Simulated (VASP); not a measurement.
**C: single point with PBE+D3(BJ)**

C, a slab with vacuum:

```
C
1.0
     7.39800    0.00000    0.00000
    -3.69900    6.40686    0.00000
     0.00000    0.00000   12.00000
C
18
Cartesian
  0.2426 0.1333 0.8289
  1.4346 0.8269 0.7328
  -0.9914 2.2388 0.6633
  0.2277 2.9716 0.7693
  -2.2530 4.3068 0.6958
  -1.0157 5.1332 0.6520
  2.6159 0.1088 0.7666
  3.8555 0.7604 0.7047
  1.4039 2.2628 0.7126
  2.6426 2.9422 0.6743
  0.1670 4.3991 0.8291
  1.4228 5.0790 0.7446
  5.1102 0.0443 0.6068
  6.3548 0.8136 0.6492
  3.9218 2.0949 0.5379
  5.1236 2.8525 0.5758
  2.6618 4.3508 0.8015
  3.8682 5.0716 0.8321
```

| Property | Result |
| --- | --- |
| Program | VASP 6.6.1 |
| Task | single point |
| Functional | PBE |
| Dispersion | D3(BJ) |
| Potentials or basis | VASP PAW PBE potentials, release 64 (C) |
| Cutoff | 520 eV |
| k mesh | 2 × 2 × 1 |
| Occupations | fermi-dirac, width 0.05 eV |
| Spin | no spin polarisation |

```yaml
Largest_force: 5.750 eV/Å
Band_gap_on_the_k_mesh: 0.11 eV, direct
Dispersion_energy_per_atom: -0.089 eV
```

Forces in eV/Å, atoms in the order of the input:
```
C   -2.941 -2.445 -0.960
C   -1.240  1.192  0.439
C   -1.289 -1.578 -0.293
C   -2.697  0.803  0.099
C   -1.446  1.326 -0.303
C   -3.015 -2.927  1.592
C    1.599 -0.723 -0.727
C    1.519 -1.340 -0.985
C    2.282 -1.011  0.054
C    1.737 -1.088 -0.094
C    2.256 -0.612 -1.415
C   -0.319 -1.073  0.499
C    0.898  1.979  1.039
C    0.991 -0.243  0.537
C   -1.901  5.273  1.284
C    0.829  2.389  0.346
C   -0.147 -0.156 -0.532
C    2.883  0.232 -0.578
```

Levels at points of the mesh, in eV from the valence-band top:
| k point | band 32 | band 33 | band 34 | band 35 | band 36 | band 37 | band 38 | band 39 | band 40 | band 41 |
| --- | --- | --- | --- | --- | --- | --- | --- | --- | --- | --- |
| (0.00, 0.00, 0.00) | -4.19 | -3.07 | -2.66 | -0.10 | 0.00 | 0.11 | 0.21 | 3.25 | 4.41 | 4.49 |
| (0.50, 0.00, 0.00) | -2.74 | -2.64 | -2.50 | -2.42 | -2.12 | 1.64 | 2.27 | 2.53 | 2.56 | 2.68 |
| (0.00, 0.50, 0.00) | -2.80 | -2.68 | -2.46 | -2.34 | -2.13 | 1.55 | 2.32 | 2.38 | 2.57 | 2.81 |
| (0.50, 0.50, 0.00) | -2.77 | -2.65 | -2.61 | -2.30 | -2.22 | 1.78 | 2.27 | 2.54 | 2.57 | 2.69 |

Wall time 3.8 min on 1 thread of Intel Xeon 6975P-C, on a shared host, peak memory 0.56 GiB.

Caveat: the k points lie up to 0.49 Å⁻¹ apart.
